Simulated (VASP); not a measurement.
# Te2Mo (P6_3/mmc) in VASP: a series of runs, part 2 of 2

VASP 6.6.1.

**3. Single point, PBE+D3(BJ)**

This run uses another cell than the first one, of 24.18 Å³/atom, 1.351 times its volume.

Input file INCAR:

```
ALGO = Normal ; EDIFF = 1E-6
ENCUT = 520 ; GGA = PE
ISIF = 2 ; ISMEAR = -1
IVDW = 12 ; LASPH = True
LCHARG = True ; LELF = True
LREAL = False ; LVHAR = True
LWAVE = False ; NBANDS = 35
NELM = 80 ; PREC = Accurate
SIGMA = 0.05
```

Input file KPOINTS:

```
k-points
0
Gamma
  9 9 2
```

Input file POSCAR:

```
Te2Mo
1.0
    3.4963781902      0.0000000000      0.0000000000
   -1.7481890951      3.0279523339      0.0000000000
    0.0000000000      0.0000000000     13.7015460426
Te Mo
4 2
Direct
    0.6666666667      0.3333333333      0.3826539623
    0.3333333333      0.6666666667      0.8826539623
    0.6666666667      0.3333333333      0.1173460377
    0.3333333333      0.6666666667      0.6173460377
    0.6666666667      0.3333333333      0.7500000000
    0.3333333333      0.6666666667      0.2500000000
```

Potentials or basis: VASP PAW PBE potentials, release 64 (Te, Mo_sv).

Run with:

```console
> cat potpaw_PBE.64/Te/POTCAR potpaw_PBE.64/Mo_sv/POTCAR > POTCAR
> mpirun -np 1 vasp_std > vasp.out
```

OUTCAR:

```text
EDIFF = 1E-6
   ENCUT = 520
   GGA = PE
   ISIF = 2
   ISMEAR = -1
   IVDW = 12
   LASPH = True
   LREAL = False
   NELM = 80
   PREC = Accurate
 IVDW          = 12

 ion  position               nearest neighbor table
   1  0.667  0.333  0.383-   6 2.72   6 2.72   6 2.72   3 3.64
   2  0.333  0.667  0.883-   5 2.72   5 2.72   5 2.72   4 3.64
   3  0.667  0.333  0.117-   6 2.72   6 2.72   6 2.72   1 3.64
   4  0.333  0.667  0.617-   5 2.72   5 2.72   5 2.72   2 3.64
   5  0.667  0.333  0.750-   2 2.72   4 2.72   2 2.72   4 2.72   2 2.72   4 2.72
   6  0.333  0.667  0.250-   1 2.72   3 2.72   1 2.72   3 2.72   1 2.72   3 2.72

  LATTYP: Found a hexagonal cell.
 ALAT       =     3.4963781902
 C/A-ratio  =     3.9187826080

  Lattice vectors:

 A1 = (   3.4963781902,   0.0000000000,   0.0000000000)
 A2 = (  -1.7481890951,   3.0279523339,   0.0000000000)
 A3 = (   0.0000000000,   0.0000000000,  13.7015460426)

Analysis of symmetry for initial positions (statically):
=====================================================================
 Subroutine PRICEL returns:
 Original cell was already a primitive cell.

 Routine SETGRP: Setting up the symmetry group for a
 hexagonal supercell.

 Subroutine GETGRP returns: Found 24 space group operations
 (whereof 12 operations were pure point group operations)
 out of a pool of 24 trial point group operations.

The static configuration has the point symmetry D_3d.
 The point group associated with its full space group is D_6h.

Analysis of symmetry for dynamics (positions and initial velocities):
=====================================================================
 Subroutine PRICEL returns:
 Original cell was already a primitive cell.

 Routine SETGRP: Setting up the symmetry group for a
 hexagonal supercell.

 Subroutine GETGRP returns: Found 24 space group operations
 (whereof 12 operations were pure point group operations)
 out of a pool of 24 trial point group operations.

The dynamic configuration has the point symmetry D_3d.
 The point group associated with its full space group is D_6h.

 Subroutine INISYM returns: Found 24 space group operations
 (whereof 12 operations are pure point group operations),
 and found     1 'primitive' translations

----------------------------------------------------------------------------------------

                                     Primitive cell

  volume of cell :     145.0564

  direct lattice vectors                    reciprocal lattice vectors
     3.496378190  0.000000000  0.000000000     0.286010250  0.165128095  0.000000000
    -1.748189095  3.027952334  0.000000000     0.000000000  0.330256190  0.000000000
     0.000000000  0.000000000 13.701546043     0.000000000  0.000000000  0.072984464

  length of vectors
     3.496378190  3.496378190 13.701546043     0.330256190  0.330256190  0.072984464

  position of ions in fractional coordinates (direct lattice)
     0.666666667  0.333333333  0.382653962
     0.333333333  0.666666667  0.882653962
     0.666666667  0.333333333  0.117346038
     0.333333333  0.666666667  0.617346038
     0.666666667  0.333333333  0.750000000
     0.333333333  0.666666667  0.250000000

  ion indices of the primitive-cell ions
   primitive index   ion index
[... 33 lines left out ...]
 Following reciprocal coordinates:
            Coordinates               Weight
  0.000000  0.000000  0.000000      1.000000
  0.111111  0.000000  0.000000      6.000000
  0.222222  0.000000  0.000000      6.000000
  0.333333  0.000000  0.000000      6.000000
  0.444444  0.000000  0.000000      6.000000
  0.111111  0.111111  0.000000      6.000000
[... 16 lines left out ...]
  0.333333  0.222222  0.500000     12.000000
  0.333333  0.333333  0.500000      2.000000
   k-points           NKPTS =     24   k-points in BZ     NKDIM =     24   number of bands    NBANDS=     35
   number of dos      NEDOS =    301   number of ions     NIONS =      6
   total plane-waves  NPLWV =  84672
   dimension x,y,z NGX =    28 NGY =   28 NGZ =  108
   dimension x,y,z NGXF=    56 NGYF=   56 NGZF=  216
   ions per type =               4   2
   NGX,Y,Z   is equivalent  to a cutoff of  13.31, 13.31, 13.10 a.u.
   NGXF,Y,Z  is equivalent  to a cutoff of  26.63, 26.63, 26.21 a.u.
 SYSTEM =  unknown system
   PREC   = accura    normal or accurate (medium, high low for compatibility)
   ISTART =      0    job   : 0-new  1-cont  2-samecut
   ICHARG =      2    charge: 1-file 2-atom 10-const
   ISPIN  =      1    spin polarized calculation?
   LNONCOLLINEAR =      F non collinear calculations
   LSORBIT =      F    spin-orbit coupling
   LASPH  =      T    aspherical Exc in radial PAW
   ENCUT  =  520.0 eV  38.22 Ry    6.18 a.u.   6.50  6.50 25.48*2*pi/ulx,y,z
   NELM   =     80;   NELMIN=  2; NELMDL= -5     # of ELM steps
   EDIFF  = 0.1E-05   stopping-criterion for ELM
   LREAL  =      F    real-space projection
   EDIFFG = 0.1E-04   stopping-criterion for IOM
   NSW    =      0    number of steps for IOM
   IBRION =     -1    ionic relax: 0-MD 1-quasi-New 2-CG
   NFREE  =      0    steps in history (QN), initial steepest desc. (CG)
   ISIF   =      2    stress and relaxation
   ISYM   =      2    0-nonsym 1-usesym 2-fastsym
   POTIM  = 0.5000    time-step for ionic-motion
   TEBEG  =    0.0;   TEEND  =   0.0 temperature during run
   PSTRESS=    0.0 pullay stress
   NELECT =      52.0000    total number of electrons
   NUPDOWN=      -1.0000    fix difference up-down
   EMIN   =  10.00;   EMAX   =-10.00  energy-range for DOS
   EFERMI =   0.00;   METHOD = LEGACY
   ISMEAR =    -1;   SIGMA  =   0.05  broadening in eV -4-tet -1-fermi 0-gaus
   EFERMI_NEDOS =   21; number of points for ismear=-14 and -15
   IALGO  =     38    algorithm
   IMIX   =      4    mixing-type and parameters
     AMIX     =   0.40;   BMIX     =  1.00
     AMIX_MAG =   1.60;   BMIX_MAG =  1.00
  volume/ion in A,a.u.               =      24.18       163.15
  Fermi-wavevector in a.u.,A,eV,Ry     =   1.162957  2.197670 18.401454  1.352469
  Thomas-Fermi vector in A             =   2.299512
   LORBIT       =      0    0 simple, 1 ext, 2 COOP (PROOUT), +10 PAW based schemes
   GGA     = PE    functional components
   LHFCALC =     F    Hartree Fock is set to
   AEXX    =    0.0000 exact exchange contribution
   IVDW    =    12    specifies the selected vdW correction
   LEPSILON=     F    determine dielectric tensor
   LRPA    =     F    only Hartree local field effects (RPA)
 non-spin polarized calculation
  energy-cutoff  :      520.00
  volume of cell :      145.06
 maximum number of plane-waves:      3974
 NGX is ok and might be reduce to    28
   NGX = 13   NGY = 13   NGZ = 51

 number of electron      51.9999999 magnetization

 Free energy of the ion-electron system (eV)
  ---------------------------------------------------
  ext. energy  EPLUGINS =         0.00000000
  ---------------------------------------------------
  free energy    TOTEN  =       -35.90689509 eV

  energy without entropy =      -35.90680548  energy(sigma->0) =      -35.90685029

 E-fermi :   8.9602     XC(G=0): -10.6409

 val. band max:        8.6301839470   @ k =   0.0000   0.0000   0.0000
 cond. band min:       9.2983464970   @ k =   0.2222   0.2222   0.0000
 fundamental gap:      0.6681625500
 Fermi energy:         8.9601813059

 k-point     1 :       0.0000    0.0000    0.0000
  band No.  band energies     occupation
      1     -52.2226      2.00000
      2     -52.2226      2.00000
      3     -26.3997      2.00000
      4     -26.3997      2.00000
      5     -26.2583      2.00000
      6     -26.2583      2.00000
[... 901 lines left out ...]
     34      12.1925      0.00000
     35      13.5957      0.00000

------------------------ aborting loop because EDIFF is reached ----------------------------------------

 Edisp (eV)   -3.32374

 E8    (eV) :    -1.5315

  FORCE on cell =-STRESS in cart. coord.  units (eV):
  Direction    XX          YY          ZZ          XY          YZ          ZX
  --------------------------------------------------------------------------------------
  -------------------------------------------------------------------------------------
  Total      -0.02613    -0.02613     0.01570     0.00000    -0.00000     0.00000
  in kB      -0.28866    -0.28866     0.17345     0.00000    -0.00000     0.00000
  external pressure =       -0.13 kB  Pullay stress =        0.00 kB

 VOLUME and BASIS-vectors are now :
 -----------------------------------------------------------------------------
  energy-cutoff  :      520.00
  volume of cell :      145.06
      direct lattice vectors                 reciprocal lattice vectors
     3.496378190  0.000000000  0.000000000     0.286010250  0.165128095  0.000000000
    -1.748189095  3.027952334  0.000000000     0.000000000  0.330256190  0.000000000
     0.000000000  0.000000000 13.701546043     0.000000000  0.000000000  0.072984464

 POSITION                                       TOTAL-FORCE (eV/Angst)
 -----------------------------------------------------------------------------------
      1.74819      1.00932      5.24295        -0.000000     -0.000000      0.010171
     -0.00000      2.01863     12.09372        -0.000000     -0.000000      0.010171
      1.74819      1.00932      1.60782        -0.000000     -0.000000     -0.010171
     -0.00000      2.01863      8.45860        -0.000000     -0.000000     -0.010171
      1.74819      1.00932     10.27616        -0.000000      0.000000      0.000000
     -0.00000      2.01863      3.42539         0.000000     -0.000000      0.000000
 -----------------------------------------------------------------------------------
    total drift:                               -0.000000      0.000000     -0.000000

  FREE ENERGIE OF THE ION-ELECTRON SYSTEM (eV)
  ---------------------------------------------------
  free  energy   TOTEN  =       -39.2306308668 eV

  energy  without entropy=      -39.2305412571  energy(sigma->0) =      -39.23058606
```

OSZICAR:

```text
N       E                     dE             d eps       ncg     rms          rms(c)
DAV:   1     0.397211740977E+03    0.39721E+03   -0.26990E+04  1912   0.134E+03
DAV:   2    -0.148520890738E+02   -0.41206E+03   -0.39888E+03  2071   0.321E+02
DAV:   3    -0.366530418423E+02   -0.21801E+02   -0.21336E+02  2055   0.636E+01
DAV:   4    -0.371468913153E+02   -0.49385E+00   -0.49179E+00  1988   0.957E+00
DAV:   5    -0.371578813072E+02   -0.10990E-01   -0.10986E-01  2093   0.150E+00    0.220E+01
DAV:   6    -0.363747448960E+02    0.78314E+00   -0.55289E+00  1836   0.128E+01    0.884E+00
DAV:   7    -0.363521211481E+02    0.22624E-01   -0.48064E+00  1756   0.104E+01    0.613E+00
DAV:   8    -0.359074511037E+02    0.44467E+00   -0.10327E+00  1756   0.552E+00    0.279E+00
DAV:   9    -0.359143804504E+02   -0.69293E-02   -0.19205E-01  1951   0.198E+00    0.117E+00
DAV:  10    -0.359066973409E+02    0.76831E-02   -0.32604E-02  1813   0.105E+00    0.385E-01
DAV:  11    -0.359070681264E+02   -0.37079E-03   -0.21867E-03  1925   0.227E-01    0.207E-01
DAV:  12    -0.359069478275E+02    0.12030E-03   -0.32436E-04  1936   0.877E-02    0.159E-01
DAV:  13    -0.359069031412E+02    0.44686E-04   -0.90440E-05  1848   0.493E-02    0.856E-02
DAV:  14    -0.359068989211E+02    0.42201E-05   -0.15252E-05  1969   0.180E-02    0.449E-02
DAV:  15    -0.359068958495E+02    0.30717E-05   -0.32272E-06  1409   0.980E-03    0.212E-02
DAV:  16    -0.359068950931E+02    0.75633E-06   -0.13071E-06   931   0.628E-03
   1 F= -.39230631E+02 E0= -.39230586E+02  d E =-.896097E-04
```

stdout:

```text
POSCAR found type information on POSCAR TeMo
 POSCAR found :  2 types and       6 ions
 scaLAPACK will be used
 LDA part: xc-table for (Slater+PW92), standard interpolation
 POSCAR, INCAR and KPOINTS ok, starting setup
 FFT: planning ... GRIDC
 FFT: planning ... GRID_SOFT
 FFT: planning ... GRID
 WAVECAR not read
 entering main loop
```

It took 84 s on 1 thread of Intel Xeon 6975P-C (Granite Rapids), shared host; peak memory 0.33 GiB.

Results:

- Free energy: -39.2306 eV
- Pressure: 0.0 GPa
- Largest force: 0.010 eV/Å
- Band gap on the k mesh: 0.67 eV, indirect (least direct gap 1.04 eV)
- Dispersion energy per atom: -0.554 eV

Forces in eV/Å, atoms in the order of the input:
```
Te   0.000  0.000  0.010
Te   0.000  0.000  0.010
Te   0.000  0.000 -0.010
Te   0.000  0.000 -0.010
Mo   0.000  0.000  0.000
Mo   0.000  0.000  0.000
```

Levels at points of the mesh, in eV from the valence-band top:
```tsv
k point	band 24	band 25	band 26	band 27	band 28	band 29
(0.00, 0.00, 0.00)	-1.01	-0.18	0.00	2.87	2.87	3.05
(0.00, 0.00, 0.50)	-1.04	-0.05	-0.05	2.91	2.91	2.91
```

Caveat: spin-orbit coupling is left out, which moves the levels of the heavy elements.

**4. Single point, SVWN5**

This run uses another cell than the first one, of 24.96 Å³/atom, 1.395 times its volume.

Input file INCAR:

```
SYSTEM = Te2Mo
PREC     = Accurate       ! precision mode
ENCUT    = 520            ! plane-wave cutoff, eV
EDIFF    = 1E-6           ! SCF threshold, eV
ISMEAR   = -1             ! smearing method
SIGMA    = 0.05           ! smearing width, eV
LREAL    = .FALSE.        ! projectors in reciprocal space
LASPH    = .TRUE.         ! aspherical terms in the spheres
NELM     = 80             ! most SCF steps
ALGO     = Normal         ! electronic algorithm
ISIF     = 2              ! what is computed and relaxed
LWAVE    = .FALSE.        ! write WAVECAR
LCHARG   = .FALSE.        ! write CHGCAR
GGA      = VW             ! functional
NBANDS   = 35             ! bands
```

Input file KPOINTS:

```
regular mesh
0
G
  9 9 2
  0 0 0
```

Input file POSCAR:

```
Te2Mo
1.0
    3.5182000000      0.0000000000      0.0000000000
   -1.7591000000      3.0468505756      0.0000000000
    0.0000000000      0.0000000000     13.9736000000
Te Mo
4 2
Direct
    0.6666666667      0.3333333333      0.3790000000
    0.3333333333      0.6666666667      0.8790000000
    0.6666666667      0.3333333333      0.1210000000
    0.3333333333      0.6666666667      0.6210000000
    0.6666666667      0.3333333333      0.7500000000
    0.3333333333      0.6666666667      0.2500000000
```

Run with:

```console
> cat potpaw_PBE.64/Te/POTCAR potpaw_PBE.64/Mo_sv/POTCAR > POTCAR
> mpirun -np 1 vasp_std > vasp.out
```

Run time: 63 s. Hardware: 1 thread of Intel Xeon 6975P-C (Granite Rapids), shared host; peak memory 0.28 GiB.

The run converged. Its results:

```yaml
Free_energy: -41.3041 eV
Pressure: -2.8 GPa
Largest_force: 0.255 eV/Å
Band_gap_on_the_k_mesh: 0.75 eV, indirect (least direct gap 1.03 eV)
```

Forces on the atoms (eV/Å):
```
Te   0.000  0.000 -0.255
Te   0.000  0.000 -0.255
Te   0.000  0.000  0.255
Te   0.000  0.000  0.255
Mo   0.000  0.000  0.000
Mo   0.000  0.000  0.000
```

Stress tensor (GPa, compression positive):
```
-2.90  0.00  0.00
 0.00 -2.90  0.00
 0.00  0.00 -2.72
```

Levels at points of the mesh, in eV from the valence-band top:
```csv
k point,band 24,band 25,band 26,band 27,band 28,band 29
"(0.00, 0.00, 0.00)",-1.03,-0.31,0.00,2.88,2.88,3.01
"(0.00, 0.00, 0.50)",-1.05,-0.08,-0.08,2.92,2.92,2.92
```

Caveat: the PAW data sets were made with another functional, which shifts forces and pressure a little; spin-orbit coupling is left out, which moves the levels of the heavy elements.

**5. Single point, revPBE+D3(BJ)**

This run uses another cell than the first one, of 23.18 Å³/atom, 1.295 times its volume.

Input file INCAR:

```
SYSTEM = Te2Mo
ALGO = Normal
EDIFF = 1E-7
ENCUT = 520
GGA = RE
ISIF = 2
ISMEAR = -1
IVDW = 12
LASPH = .True.
LCHARG = .False.
LREAL = .False.
LWAVE = .False.
NBANDS = 35
NELM = 80
PREC = Accurate
SIGMA = 0.05
```

Input file KPOINTS:

```
k-points
0
Gamma
  9 9 2
  0 0 0
```

Input file POSCAR:

```
Te2Mo
1.0
    3.4619243030      0.0000000000      0.0000000000
   -1.7309621515      2.9981143924      0.0000000000
    0.0000000000      0.0000000000     13.3986993833
Te Mo
4 2
Direct
    0.6666666667      0.3333333333      0.3861446841
    0.3333333333      0.6666666667      0.8861446841
    0.6666666667      0.3333333333      0.1138553159
    0.3333333333      0.6666666667      0.6138553159
    0.6666666667      0.3333333333      0.7500000000
    0.3333333333      0.6666666667      0.2500000000
```

Run with:

```console
> cat potpaw_PBE.64/Te/POTCAR potpaw_PBE.64/Mo_sv/POTCAR > POTCAR
> mpirun -np 1 vasp_std > vasp.out
```

It took 2.5 min on 1 thread of Intel Xeon Platinum 8259CL at 2.50GHz (Skylake/Cascade Lake), shared host; peak memory 0.31 GiB.

It converged, with:

```yaml
Free_energy: -39.9246 eV
Pressure: 0.0 GPa
Largest_force: 0.011 eV/Å
Band_gap_on_the_k_mesh: 0.50 eV, indirect (least direct gap 0.84 eV)
Dispersion_energy_per_atom: -1.088 eV
```

Forces on the atoms (eV/Å):
```
Te   0.000  0.000  0.011
Te   0.000  0.000  0.011
Te   0.000  0.000 -0.011
Te   0.000  0.000 -0.011
Mo   0.000  0.000  0.000
Mo   0.000  0.000  0.000
```

Levels at points of the mesh, in eV from the valence-band top:
```csv
k point,band 23,band 24,band 25,band 26,band 27,band 28,band 29,band 30
"(0.00, 0.00, 0.00)",-1.09,-1.09,-0.07,-0.05,2.80,2.80,2.97,2.97
"(0.00, 0.00, 0.50)",-1.12,-1.12,-0.05,-0.05,2.84,2.84,2.84,2.84
```

Caveat: the PAW data sets were made with another functional, which shifts forces and pressure a little; spin-orbit coupling is left out, which moves the levels of the heavy elements.

**6. Overview**

```csv
level,cell,gap on the mesh (eV),pressure (GPa),largest force (eV/Å)
RPBE+D3(BJ),"a = 3.141, b = 3.141, c = 12.572 Å, angles 90.0, 90.0, 120.0°, 6 atoms",none,-0.2,0.02
PBE+D3(BJ),"a = 3.496, b = 3.496, c = 13.702 Å, angles 90.0, 90.0, 120.0°, 6 atoms",0.67,0.0,0.01
SVWN5,"a = 3.518, b = 3.518, c = 13.974 Å, angles 90.0, 90.0, 120.0°, 6 atoms",0.75,-2.8,0.25
revPBE+D3(BJ),"a = 3.462, b = 3.462, c = 13.399 Å, angles 90.0, 90.0, 120.0°, 6 atoms",0.50,0.0,0.01
```

Alike in all rows: task single point; potentials or basis VASP PAW PBE potentials, release 64 (Te, Mo_sv); no spin polarisation; k mesh 9 × 9 × 2; cutoff (eV) 520; smearing fermi-dirac 0.05 eV.

Caveats: spin-orbit coupling is left out, which moves the levels of the heavy elements; the PAW data sets were made with another functional, which shifts forces and pressure a little (some runs); pairwise dispersion overbinds metals, which lowers pressure and volume (some runs).

Absolute energies hang on the potentials; compare differences alone.

**7. How close it comes**

Step 2. A measured gap of Te2Mo is 0.88 eV (indirect; 300 K; quoted in “Broadband infrared study of pressure-tunable Fano resonance and metallization transition in 2H-MoTe2”, 2022, pmc:9569381); the calculated 0.00 eV misses it by -0.88 eV. Spin-orbit coupling on Mo, Te is left out. The value is that of RPBE+D3(BJ) on a finite k mesh, which can miss the band edges, without temperature or zero-point motion. Semilocal functionals fall short of measured gaps as a rule.

Step 3. A measured gap of Te2Mo is 0.88 eV (indirect; 300 K; quoted in “Broadband infrared study of pressure-tunable Fano resonance and metallization transition in 2H-MoTe2”, 2022, pmc:9569381); the calculated 0.67 eV misses it by -0.21 eV. Spin-orbit coupling on Mo, Te is left out. The value is that of PBE+D3(BJ) on a finite k mesh, which can miss the band edges, without temperature or zero-point motion. Semilocal functionals fall short of measured gaps as a rule.

Step 4. A measured gap of Te2Mo is 0.88 eV (indirect; 300 K; quoted in “Broadband infrared study of pressure-tunable Fano resonance and metallization transition in 2H-MoTe2”, 2022, pmc:9569381); the calculated 0.75 eV misses it by -0.13 eV. Spin-orbit coupling on Mo, Te is left out. The value is that of SVWN5 on a finite k mesh, which can miss the band edges, without temperature or zero-point motion.

Step 5. Against the measured gap of Te2Mo, 0.88 eV (indirect; 300 K; quoted in “Broadband infrared study of pressure-tunable Fano resonance and metallization transition in 2H-MoTe2”, 2022, pmc:9569381), the calculated 0.50 eV is off by -0.38 eV. Spin-orbit coupling on Mo, Te is left out. The value is that of revPBE+D3(BJ) on a finite k mesh, which can miss the band edges, without temperature or zero-point motion. Semilocal functionals fall short of measured gaps as a rule.
